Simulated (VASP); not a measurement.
Write the native input for VASP 6.6.1 that does the following.

```yaml
Task: single point
Functional: PBE
Potentials_or_basis: VASP PAW PBE potentials, release 64 (Ca_sv)
Cutoff: 520 eV
k_mesh: 16 × 16 × 16
Occupations: gaussian, width 0.15 eV
Spin: no spin polarisation
Dipole_correction: no
Further_INCAR_settings: ALGO = Normal; EDIFF = 1e-06; NBANDS = 11
```

The structure of Ca lies in POSCAR:

```
Ca
1.0
   -2.0949446584      2.0949446584      2.0863090695
    2.0949446584     -2.0949446584      2.0863090695
    2.0949446584      2.0949446584     -2.0863090695
Ca
1
Direct
    0.5000000000      0.5000000000      0.0000000000
```

This cell differs from its parent crystal: strain -0.050 along x and y, -0.050 along z.

One way to write it, as run:

INCAR

```
ALGO = Normal
EDIFF = 1E-6
ENCUT = 520
GGA = PE
ISIF = 2
ISMEAR = 0
LASPH = T
LCHARG = T
LELF = T
LREAL = F
LVHAR = T
LWAVE = F
NBANDS = 11
NELM = 60
PREC = Accurate
SIGMA = 0.15
```

KPOINTS

```
k-points
0
Gamma
  16 16 16
```

Potentials or basis: VASP PAW PBE potentials, release 64 (Ca_sv).

The run is started by

```console
$ cat potpaw_PBE.64/Ca_sv/POTCAR > POTCAR
$ mpirun -np 1 vasp_std > vasp.out
```

Results of the run:

```json
{
 "Pressure": "2.9 GPa",
 "Band gap on the k mesh": "zero (band 5 reaches 2.98 eV, above the bottom of band 6 at 2.48 eV)"
}
```

Caveat: the cell differs from its parent crystal (strain -0.050 along x and y, -0.050 along z).

It took 41 s on 1 thread of Intel(R) Xeon(R) 6975P-C (Granite Rapids), with other jobs on the host, peak memory 0.26 GiB.
